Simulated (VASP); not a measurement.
A run of VASP 6.6.1 is set up as follows.

The input INCAR:

```
ALGO = Normal
EDIFF = 1E-6
ENCUT = 520
GGA = CA
ISIF = 2
ISMEAR = 0
LASPH = True
LCHARG = False
LREAL = False
LWAVE = False
NBANDS = 35
NELM = 60
PREC = Accurate
SIGMA = 0.02
```

File KPOINTS:

```
k-points
0
Gamma
  12 12 4
```

Contents of POSCAR:

```
WS2
1.0
    3.1268219304      0.0000000000      0.0000000000
   -1.5634109652      2.7079072248      0.0000000000
    0.0000000000      0.0000000000     12.1593688269
W S
2 4
Direct
    0.3333333333      0.6666666667      0.2500000000
    0.6666666667      0.3333333333      0.7500000000
    0.3333333333      0.6666666667      0.6215372132
    0.6666666667      0.3333333333      0.1215372132
    0.3333333333      0.6666666667      0.8784627868
    0.6666666667      0.3333333333      0.3784627868
```

Potentials or basis: VASP PAW LDA potentials, release 64 (W_sv, S).

Command:

```sh
$ cat potpaw_LDA.64/W_sv/POTCAR potpaw_LDA.64/S/POTCAR > POTCAR
$ mpirun -np 1 vasp_std > vasp.out
```

Task: Estimate the band gap on the k mesh.

Result: 0.85 eV (least direct gap 1.89 eV).

Task: What does it give for the pressure?

Result: 0.4 GPa.

Forces in eV/Å, atoms in the order of the input:
```
W    0.000  0.000  0.000
W    0.000  0.000  0.000
S    0.000  0.000 -0.048
S    0.000  0.000 -0.048
S    0.000  0.000  0.048
S    0.000  0.000  0.048
```

Caveat: spin-orbit coupling is left out, which moves the levels of the heavy elements. A k mesh can miss the band edges.
